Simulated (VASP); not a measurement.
# EuS (Fm-3m) in VASP: further runs

Aim: see how the results for EuS move with the level of theory and the settings. Levels: LDA+U, PBEsol+U, PBE+U. Tasks: relaxation of cell and atoms, single point.

Program: VASP 6.6.1. These are calculated values, not measurements. Logs are shortened: lines on timing, memory, paths and dates and some standing lists are left out, and cuts for length are marked.

**The experiment to reproduce.**

From “Crystal-field mediated electronic transitions of EuS up to 35 GPa”, 2022, pmc:8786971, for a powder of EuS at 300 K: band gap 1.72 eV (optical).

The results are compared with them further down.

## 1. The cell of the first run

It takes space group Fm-3m (No. 225, cubic). The conventional cell has a = 5.957 Å, b = 5.957 Å, c = 5.957 Å, α = 90.00°, β = 90.00°, γ = 90.00°. Eu (site symmetry m-3m) has 6 S at 2.98 Å within 3.9 Å. S (site symmetry m-3m) has 6 Eu at 2.98 Å within 3.9 Å.

## 2. Relaxation of cell and atoms, LDA+U, collinear spin, ferromagnetic start

INCAR reads:

```
SYSTEM = EuS
PREC     = Accurate       ! precision mode
ENCUT    = 600            ! plane-wave cutoff, eV
EDIFF    = 1E-7           ! SCF threshold, eV
ISMEAR   = -1             ! smearing method
SIGMA    = 0.05           ! smearing width, eV
LREAL    = .False.        ! projectors in reciprocal space
LASPH    = .True.         ! aspherical terms in the spheres
NELM     = 200            ! most SCF steps
ALGO     = Normal         ! electronic algorithm
ISIF     = 3              ! what is computed and relaxed
LWAVE    = .False.        ! write WAVECAR
LCHARG   = .False.        ! write CHGCAR
ISPIN    = 2              ! spin polarisation
MAGMOM   = 7 0            ! initial moments
LORBIT   = 11             ! projections on sites
LMAXMIX  = 6              ! l up to which the mixer works
LDAU     = .True.         ! DFT+U
LDAUTYPE = 2            
LDAUL    = 3 -1           ! shell
LDAUU    = 5 0            ! U, eV
LDAUJ    = 0 0          
LDAUPRINT= 1            
GGA      = CA             ! functional
IBRION   = 2              ! ionic algorithm
NSW      = 60             ! ionic steps
EDIFFG   = -0.01          ! ionic threshold
GGA_COMPAT= .False.      
NELMIN   = 4
```

KPOINTS reads:

```
regular mesh
0
Gamma
  8 8 8
  0 0 0
```

POSCAR reads:

```
EuS
1.0
    0.0000000000      2.9785000000      2.9785000000
    2.9785000000      0.0000000000      2.9785000000
    2.9785000000      2.9785000000      0.0000000000
Eu S
1 1
Direct
    0.0000000000      0.0000000000      0.0000000000
    0.5000000000      0.5000000000      0.5000000000
```

Potentials or basis: VASP PAW PBE potentials, release 64 (Eu, S).

The run is started by

```
cat potpaw_PBE.64/Eu/POTCAR potpaw_PBE.64/S/POTCAR > POTCAR
mpirun -np 1 vasp_std > vasp.out
```

OUTCAR:

```text
SYSTEM = EuS
   PREC = Accurate
   ENCUT = 600
   EDIFF = 1E-7
   ISMEAR = -1
   LREAL = .False.
   LASPH = .True.
   NELM = 200
   ISIF = 3
   ISPIN = 2
   LORBIT = 11
   GGA = CA
   IBRION = 2
   NSW = 60
   EDIFFG = -0.01
   NELMIN = 4

 ion  position               nearest neighbor table
   1  0.000  0.000  0.000-   2 2.98   2 2.98   2 2.98   2 2.98   2 2.98   2 2.98
   2  0.500  0.500  0.500-   1 2.98   1 2.98   1 2.98   1 2.98   1 2.98   1 2.98

  LATTYP: Found a face centered cubic cell.
 ALAT       =     5.9570000000

  Lattice vectors:

 A1 = (   0.0000000000,   2.9785000000,   2.9785000000)
 A2 = (   2.9785000000,   0.0000000000,   2.9785000000)
 A3 = (   2.9785000000,   2.9785000000,   0.0000000000)

Analysis of symmetry for initial positions (statically):
=====================================================================
 Subroutine PRICEL returns:
 Original cell was already a primitive cell.

 Routine SETGRP: Setting up the symmetry group for a
 face centered cubic supercell.

 Subroutine GETGRP returns: Found 48 space group operations
 (whereof 48 operations were pure point group operations)
 out of a pool of 48 trial point group operations.

The static configuration has the point symmetry O_h .

Analysis of symmetry for dynamics (positions and initial velocities):
=====================================================================
 Subroutine PRICEL returns:
 Original cell was already a primitive cell.

 Routine SETGRP: Setting up the symmetry group for a
 face centered cubic supercell.

 Subroutine GETGRP returns: Found 48 space group operations
 (whereof 48 operations were pure point group operations)
 out of a pool of 48 trial point group operations.

The dynamic configuration has the point symmetry O_h .

Analysis of structural, dynamic, and magnetic symmetry:
=====================================================================
 Subroutine PRICEL returns:
 Original cell was already a primitive cell.

 Routine SETGRP: Setting up the symmetry group for a
 face centered cubic supercell.

 Subroutine GETGRP returns: Found 48 space group operations
 (whereof 48 operations were pure point group operations)
 out of a pool of 48 trial point group operations.

The overall configuration has the point symmetry O_h .

 Subroutine INISYM returns: Found 48 space group operations
 (whereof 48 operations are pure point group operations),
 and found     1 'primitive' translations

----------------------------------------------------------------------------------------

                                     Primitive cell

  volume of cell :      52.8473

  direct lattice vectors                    reciprocal lattice vectors
     0.000000000  2.978500000  2.978500000    -0.167869733  0.167869733  0.167869733
     2.978500000  0.000000000  2.978500000     0.167869733 -0.167869733  0.167869733
     2.978500000  2.978500000  0.000000000     0.167869733  0.167869733 -0.167869733

  length of vectors
     4.212235096  4.212235096  4.212235096     0.290758907  0.290758907  0.290758907

[... 105 lines left out ...]
 LDA+U is selected, type is set to LDAUTYPE =  2
   angular momentum for each species LDAUL =     3   -1
   U (eV)           for each species LDAUU =   5.0  0.0
   J (eV)           for each species LDAUJ =   0.0  0.0
   GGA     = CA    functional components
   LHFCALC =     F    Hartree Fock is set to
   AEXX    =    0.0000 exact exchange contribution
   IVDW    =     0    specifies the selected vdW correction
   LEPSILON=     F    determine dielectric tensor
   LRPA    =     F    only Hartree local field effects (RPA)
 conjugate gradient relaxation of ions
 spin polarized calculation
  energy-cutoff  :      600.00
  volume of cell :       52.85
 maximum number of plane-waves:      1807
 NGX is ok and might be reduce to    36
   NGX = 17   NGY = 17   NGZ = 17

--------------------------------------- Ionic step        1  -------------------------------------------

 number of electron      22.9999997 magnetization       6.9999929

 Free energy of the ion-electron system (eV)
  ---------------------------------------------------
  ext. energy  EPLUGINS =         0.00000000
  ---------------------------------------------------
  free energy    TOTEN  =       -19.84008450 eV

  energy without entropy =      -19.83912803  energy(sigma->0) =      -19.83960627

 E-fermi :   3.2414     XC(G=0):  -9.9539

 val. band max:        3.2213846628   @ k =   0.5000   0.5000   0.0000
 cond. band min:       3.4613261059   @ k =   0.3750   0.3750   0.0000
 fundamental gap:      0.2399414431
 Fermi energy:         3.2413772759

 spin component 1

 k-point     1 :       0.0000    0.0000    0.0000
  band No.  band energies     occupation
      1     -36.5034      1.00000
      2     -15.5068      1.00000
      3     -15.5068      1.00000
      4     -15.5068      1.00000
      5      -9.3751      1.00000
      6       1.0703      1.00000
[... 1116 lines left out ...]
  FREE ENERGIE OF THE ION-ELECTRON SYSTEM (eV)
  ---------------------------------------------------
  free  energy   TOTEN  =       -19.8995413423 eV

  energy  without entropy=      -19.8972135335  energy(sigma->0) =      -19.89837744

atom =   1  type =  1  l = 3

 onsite density matrix

spin component  1

  0.9647  0.0000 -0.0040  0.0000 -0.0000 -0.0000  0.0000
  0.0000  0.9696  0.0000 -0.0000 -0.0000  0.0000  0.0000
 -0.0040  0.0000  0.9668  0.0000  0.0000 -0.0000  0.0000
  0.0000 -0.0000  0.0000  0.9616 -0.0000 -0.0000 -0.0000
 -0.0000 -0.0000  0.0000 -0.0000  0.9668 -0.0000  0.0040
 -0.0000  0.0000 -0.0000 -0.0000 -0.0000  0.9699 -0.0000
  0.0000  0.0000  0.0000 -0.0000  0.0040 -0.0000  0.9647

spin component  2

  0.0026 -0.0000  0.0012  0.0000  0.0000  0.0000 -0.0000
 -0.0000  0.0000  0.0000  0.0000  0.0000 -0.0000 -0.0000
  0.0012  0.0000  0.0020 -0.0000 -0.0000  0.0000 -0.0000
  0.0000  0.0000 -0.0000  0.0035  0.0000  0.0000 -0.0000
  0.0000  0.0000 -0.0000  0.0000  0.0020  0.0000 -0.0012
  0.0000 -0.0000  0.0000  0.0000  0.0000  0.0010  0.0000
 -0.0000 -0.0000 -0.0000 -0.0000 -0.0012  0.0000  0.0026

 occupancies and eigenvectors

  o =  0.0000  v =  0.0000  0.0000  0.0000  0.0000  0.0000  0.0000  0.0000 -0.0000 -1.0000  0.0000  0.0000  0.0000 -0.0000 -0.0000      0.0000  0.0000  0.0000  0.0000  0.0000  0.0000  0.0000  0.0000  0.0000  0.0000  0.0000  0.0000  0.0000  0.0000
  o =  0.0010  v =  0.0000  0.0000  0.0000  0.0000  0.0000  0.0000  0.0000 -0.0001 -0.0000  0.0001 -0.0000 -0.0003  1.0000 -0.0002      0.0000  0.0000  0.0000  0.0000  0.0000  0.0000  0.0000  0.0000  0.0000  0.0000  0.0000  0.0000  0.0000  0.0000
  o =  0.0010  v =  0.0000  0.0000  0.0000  0.0000  0.0000  0.0000  0.0000  0.6124 -0.0000 -0.7906 -0.0000  0.0003  0.0001  0.0003      0.0000  0.0000  0.0000  0.0000  0.0000  0.0000  0.0000  0.0000  0.0000  0.0000  0.0000  0.0000  0.0000  0.0000
  o =  0.0010  v =  0.0000  0.0000  0.0000  0.0000  0.0000  0.0000  0.0000  0.0003 -0.0000 -0.0003  0.0000 -0.7906 -0.0003 -0.6124      0.0000  0.0000  0.0000  0.0000  0.0000  0.0000  0.0000  0.0000  0.0000  0.0000  0.0000  0.0000  0.0000  0.0000
  o =  0.0035  v =  0.0000  0.0000  0.0000  0.0000  0.0000  0.0000  0.0000 -0.7905 -0.0000 -0.6123 -0.0007  0.0102 -0.0000 -0.0132      0.0000  0.0000  0.0000  0.0000  0.0000  0.0000  0.0000  0.0000  0.0000  0.0000  0.0000  0.0000  0.0000  0.0000
  o =  0.0035  v =  0.0000  0.0000  0.0000  0.0000  0.0000  0.0000  0.0000  0.0132  0.0000  0.0102 -0.0008  0.6123 -0.0000 -0.7905      0.0000  0.0000  0.0000  0.0000  0.0000  0.0000  0.0000  0.0000  0.0000  0.0000  0.0000  0.0000  0.0000  0.0000
  o =  0.0035  v =  0.0000  0.0000  0.0000  0.0000  0.0000  0.0000  0.0000 -0.0005  0.0000 -0.0004  1.0000  0.0005  0.0000 -0.0006      0.0000  0.0000  0.0000  0.0000  0.0000  0.0000  0.0000  0.0000  0.0000  0.0000  0.0000  0.0000  0.0000  0.0000
  o =  0.9616  v = -0.0006 -0.0000 -0.0005  0.9988  0.0298  0.0000 -0.0385  0.0000  0.0000  0.0000  0.0000  0.0000  0.0000  0.0000      0.0000  0.0000  0.0000  0.0000  0.0000  0.0000  0.0000  0.0000  0.0000  0.0000  0.0000  0.0000  0.0000  0.0000
  o =  0.9616  v = -0.0068 -0.0000 -0.0053  0.0487 -0.6116 -0.0000  0.7896  0.0000  0.0000  0.0000  0.0000  0.0000  0.0000  0.0000      0.0000  0.0000  0.0000  0.0000  0.0000  0.0000  0.0000  0.0000  0.0000  0.0000  0.0000  0.0000  0.0000  0.0000
  o =  0.9616  v =  0.7905  0.0000  0.6123  0.0012 -0.0053  0.0000  0.0068  0.0000  0.0000  0.0000  0.0000  0.0000  0.0000  0.0000      0.0000  0.0000  0.0000  0.0000  0.0000  0.0000  0.0000  0.0000  0.0000  0.0000  0.0000  0.0000  0.0000  0.0000
  o =  0.9696  v =  0.0000 -1.0000 -0.0000 -0.0000  0.0000  0.0000  0.0000  0.0000  0.0000  0.0000  0.0000  0.0000  0.0000  0.0000      0.0000  0.0000  0.0000  0.0000  0.0000  0.0000  0.0000  0.0000  0.0000  0.0000  0.0000  0.0000  0.0000  0.0000
  o =  0.9699  v = -0.0006  0.0000  0.0007 -0.0000  0.7893  0.0576  0.6114  0.0000  0.0000  0.0000  0.0000  0.0000  0.0000  0.0000      0.0000  0.0000  0.0000  0.0000  0.0000  0.0000  0.0000  0.0000  0.0000  0.0000  0.0000  0.0000  0.0000  0.0000
  o =  0.9699  v = -0.6124 -0.0000  0.7906  0.0000 -0.0007  0.0002 -0.0006  0.0000  0.0000  0.0000  0.0000  0.0000  0.0000  0.0000      0.0000  0.0000  0.0000  0.0000  0.0000  0.0000  0.0000  0.0000  0.0000  0.0000  0.0000  0.0000  0.0000  0.0000
  o =  0.9699  v =  0.0001  0.0000 -0.0002 -0.0000 -0.0456  0.9983 -0.0353  0.0000  0.0000  0.0000  0.0000  0.0000  0.0000  0.0000      0.0000  0.0000  0.0000  0.0000  0.0000  0.0000  0.0000  0.0000  0.0000  0.0000  0.0000  0.0000  0.0000  0.0000

--------------------------------------- Ionic step        3  -------------------------------------------

 number of electron      23.0000000 magnetization       6.9995500

 Free energy of the ion-electron system (eV)
  ---------------------------------------------------
  ext. energy  EPLUGINS =         0.00000000
  ---------------------------------------------------
  free energy    TOTEN  =       -19.90165984 eV

  energy without entropy =      -19.89949500  energy(sigma->0) =      -19.90057742

 E-fermi :   3.8146     XC(G=0): -10.3653

 val. band max:        3.7888277309   @ k =   0.3750   0.3750   0.0000
 cond. band min:       3.8996448447   @ k =   0.0000   0.0000   0.0000
 fundamental gap:      0.1108171138
 Fermi energy:         3.8146480886

 spin component 1

 k-point     1 :       0.0000    0.0000    0.0000
  band No.  band energies     occupation
      1     -35.8555      1.00000
      2     -14.8387      1.00000
      3     -14.8387      1.00000
      4     -14.8387      1.00000
      5      -9.0864      1.00000
      6       1.5188      1.00000
[... 1080 lines left out ...]
  FREE ENERGIE OF THE ION-ELECTRON SYSTEM (eV)
  ---------------------------------------------------
  free  energy   TOTEN  =       -19.9016598400 eV

  energy  without entropy=      -19.8994950025  energy(sigma->0) =      -19.90057742

 reached required accuracy - stopping structural energy minimisation

 total charge

# of ion       s       p       d       f       tot
--------------------------------------------------
    1        2.026   5.728   0.317   6.770  14.841
    2        1.310   2.432   0.000   0.000   3.742
--------------------------------------------------
tot          3.336   8.160   0.317   6.770  18.582

 magnetization (x)

# of ion       s       p       d       f       tot
--------------------------------------------------
    1       -0.010  -0.089   0.062   6.743   6.707
    2       -0.007  -0.056   0.000   0.000  -0.063
--------------------------------------------------
tot         -0.016  -0.145   0.062   6.743   6.645
```

Run time: 8.1 min. Hardware: 1 thread of Intel Xeon 6975P-C (Granite Rapids), shared host; peak memory 0.25 GiB.

Results:

| Property | Result |
| --- | --- |
| Free energy | -19.9017 eV |
| Relaxed volume | 24.23 Å³/atom |
| Relaxed cell | a = 4.092 Å, b = 4.092 Å, c = 4.092 Å, α = 60.00°, β = 60.00°, γ = 60.00° |
| Space group after relaxing (to 0.1 Å) | Fm-3m (No. 225) |
| Energy gained by relaxing | 30.8 meV/atom |
| Ionic steps | 3 |
| Pressure after relaxing | 0.0 GPa |
| Band gap on the k mesh | zero (filled and empty bands overlap) |
| Net moment | 7.00 μB per cell |
| Site moments | Eu +6.71; S -0.06 μB |
| Valence electrons inside the program's atomic spheres | Eu 14.84; S 3.74 |

The path:
```tsv
step	energy change (eV)	largest force (eV/Å)	pressure (GPa)	volume (Å³)
1	0.0000	0.0000	-4.20	52.85
2	-0.0595	0.0000	0.91	47.73
3	-0.0616	0.0000	0.02	48.46
```

Final structure:
```yaml
crystal:
  lattice:
    - [0.00000, 2.89365, 2.89365]
    - [2.89365, 0.00000, 2.89365]
    - [2.89365, 2.89365, 0.00000]
  atoms:
    - { symbol: Eu, position: [0.00000, 0.00000, 0.00000] }
    - { symbol: S, position: [0.50000, 0.50000, 0.50000] }
```

Eigenvalues of the final occupation matrices:
| site | spin | trace | eigenvalues |
| --- | --- | --- | --- |
| site 1 f | 1 | 6.76 | 0.96 0.96 0.96 0.97 0.97 0.97 0.97 |
| site 1 f | 2 | 0.01 | 0.00 0.00 0.00 0.00 0.00 0.00 0.00 |

Caveat: the PAW data sets were made with another functional, which shifts forces and pressure a little; spin-orbit coupling is left out, which moves the levels of the heavy elements; a cell with one magnetic atom can't hold antiferromagnetic order, which such compounds often take.

## 3. Relaxation of cell and atoms, PBEsol+U, collinear spin, ferromagnetic start

INCAR reads:

```
SYSTEM = EuS
PREC = Accurate ; ENCUT = 600
EDIFF = 1E-7 ; ISMEAR = -1
SIGMA = 0.05 ; LREAL = .False.
LASPH = .True. ; NELM = 200
ALGO = Normal ; ISIF = 3
LWAVE = .False. ; LCHARG = .False.
ISPIN = 2 ; MAGMOM = 7 0
LORBIT = 11 ; LMAXMIX = 6
LDAU = .True. ; LDAUTYPE = 2
LDAUL = 3 -1 ; LDAUU = 4 0
LDAUJ = 0 0 ; LDAUPRINT = 1
GGA = PS ; IBRION = 2
NSW = 60 ; EDIFFG = -0.01
GGA_COMPAT = .False. ; NELMIN = 4
```

KPOINTS reads:

```
Automatic mesh
0
Gamma
  8 8 8
  0 0 0
```

POSCAR is that of step 2.

Potentials or basis: VASP PAW PBE potentials, release 64 (Eu, S).

The run is started by

```
cat potpaw_PBE.64/Eu/POTCAR potpaw_PBE.64/S/POTCAR > POTCAR
mpirun -np 1 vasp_std > vasp.out
```

OUTCAR:

```text
SYSTEM = EuS
   PREC = Accurate
   ENCUT = 600
   EDIFF = 1E-7
   ISMEAR = -1
   LREAL = .False.
   LASPH = .True.
   NELM = 200
   ISIF = 3
   ISPIN = 2
   LORBIT = 11
   GGA = PS
   IBRION = 2
   NSW = 60
   EDIFFG = -0.01
   NELMIN = 4

 ion  position               nearest neighbor table
   1  0.000  0.000  0.000-   2 2.98   2 2.98   2 2.98   2 2.98   2 2.98   2 2.98
   2  0.500  0.500  0.500-   1 2.98   1 2.98   1 2.98   1 2.98   1 2.98   1 2.98

  LATTYP: Found a face centered cubic cell.
 ALAT       =     5.9570000000

  Lattice vectors:

 A1 = (   0.0000000000,   2.9785000000,   2.9785000000)
 A2 = (   2.9785000000,   0.0000000000,   2.9785000000)
 A3 = (   2.9785000000,   2.9785000000,   0.0000000000)
[... 1451 lines left out ...]

 Free energy of the ion-electron system (eV)
  ---------------------------------------------------
  ext. energy  EPLUGINS =         0.00000000
  ---------------------------------------------------
  free energy    TOTEN  =       -19.91853153 eV

  energy without entropy =      -19.91579157  energy(sigma->0) =      -19.91716155

 E-fermi :   3.9842     XC(G=0): -10.0858

 val. band max:        3.9189179413   @ k =   0.1250   0.1250   0.0000
 cond. band min:       4.0586515431   @ k =   0.0000   0.0000   0.0000
 fundamental gap:      0.1397336019
 Fermi energy:         3.9841976887

 spin component 1

 k-point     1 :       0.0000    0.0000    0.0000
  band No.  band energies     occupation
      1     -36.2696      1.00000
      2     -15.0879      1.00000
      3     -15.0879      1.00000
      4     -15.0879      1.00000
      5      -9.0730      1.00000
      6       1.5998      1.00000
[... 1080 lines left out ...]
  FREE ENERGIE OF THE ION-ELECTRON SYSTEM (eV)
  ---------------------------------------------------
  free  energy   TOTEN  =       -19.9185315266 eV

  energy  without entropy=      -19.9157915676  energy(sigma->0) =      -19.91716155

 reached required accuracy - stopping structural energy minimisation

 total charge

# of ion       s       p       d       f       tot
--------------------------------------------------
    1        2.027   5.750   0.304   6.750  14.831
    2        1.313   2.434   0.000   0.000   3.746
--------------------------------------------------
tot          3.340   8.184   0.304   6.750  18.578

 magnetization (x)

# of ion       s       p       d       f       tot
--------------------------------------------------
    1       -0.012  -0.102   0.070   6.725   6.680
    2       -0.008  -0.068   0.000   0.000  -0.075
--------------------------------------------------
tot         -0.020  -0.170   0.070   6.725   6.605
```

OSZICAR:

```text
N       E                     dE             d eps       ncg     rms          rms(c)
DAV:   1     0.162918015522E+03    0.16292E+03   -0.98770E+03  2722   0.574E+03
[... 101 lines left out ...]
DAV:   7    -0.199185316627E+02    0.22195E-06   -0.27519E-06  3823   0.174E-02    0.223E-01
DAV:   8    -0.199185312852E+02    0.37750E-06   -0.76890E-06  4235   0.271E-02    0.193E-01
DAV:   9    -0.199185325836E+02   -0.12984E-05   -0.38867E-06  4145   0.222E-02    0.130E-01
DAV:  10    -0.199185321310E+02    0.45257E-06   -0.11594E-07  2508   0.554E-03    0.112E-01
DAV:  11    -0.199185319923E+02    0.13869E-06   -0.91003E-08  2059   0.438E-03    0.104E-01
DAV:  12    -0.199185315323E+02    0.46003E-06   -0.14207E-06  3981   0.160E-02    0.643E-02
DAV:  13    -0.199185315266E+02    0.57116E-08   -0.83572E-08  1785   0.631E-03
   5 F= -.19918532E+02 E0= -.19917162E+02  d E =-.170508E-04  mag=     6.9996
```

It took 4.7 min on 1 thread of Intel Xeon 6975P-C (Granite Rapids), shared host; peak memory 0.3 GiB.

What came out:

| Property | Result |
| --- | --- |
| Free energy | -19.9185 eV |
| Relaxed volume | 24.82 Å³/atom |
| Relaxed cell | a = 4.125 Å, b = 4.125 Å, c = 4.125 Å, α = 60.00°, β = 60.00°, γ = 60.00° |
| Space group after relaxing (to 0.1 Å) | Fm-3m (No. 225) |
| Energy gained by relaxing | 15.4 meV/atom |
| Ionic steps | 5 |
| Pressure after relaxing | 0.0 GPa |
| Band gap on the k mesh | zero (filled and empty bands overlap) |
| Net moment | 7.00 μB per cell |
| Site moments | Eu +6.68; S -0.07 μB |
| Valence electrons inside the program's atomic spheres | Eu 14.83; S 3.75 |

Step by step:
```csv
step,energy change (eV),largest force (eV/Å),pressure (GPa),volume (Å³)
1,0.0000,0.0000,-2.90,52.85
2,-0.0304,0.0000,0.40,49.27
3,-0.0309,0.0000,-0.09,49.63
4,-0.0309,0.0000,0.06,49.56
5,-0.0309,0.0000,-0.02,49.64
```

Final structure:
```xyz
2
Lattice="0.0000 2.9169 2.9169 2.9169 0.0000 2.9169 2.9169 2.9169 0.0000" Properties=species:S:1:pos:R:3 pbc="T T T"
Eu    2.9169    2.9169    0.0000
S     2.9169    2.9169    2.9169
```

Eigenvalues of the final occupation matrices:
| site | spin | trace | eigenvalues |
| --- | --- | --- | --- |
| site 1 f | 1 | 6.75 | 0.96 0.96 0.96 0.97 0.97 0.97 0.97 |
| site 1 f | 2 | 0.01 | 0.00 0.00 0.00 0.00 0.00 0.00 0.00 |

Caveat: the PAW data sets were made with another functional, which shifts forces and pressure a little; spin-orbit coupling is left out, which moves the levels of the heavy elements; a cell with one magnetic atom can't hold antiferromagnetic order, which such compounds often take. The state reached can hang on the start; a lower one may exist.

(Continued in part 2 of 2.)
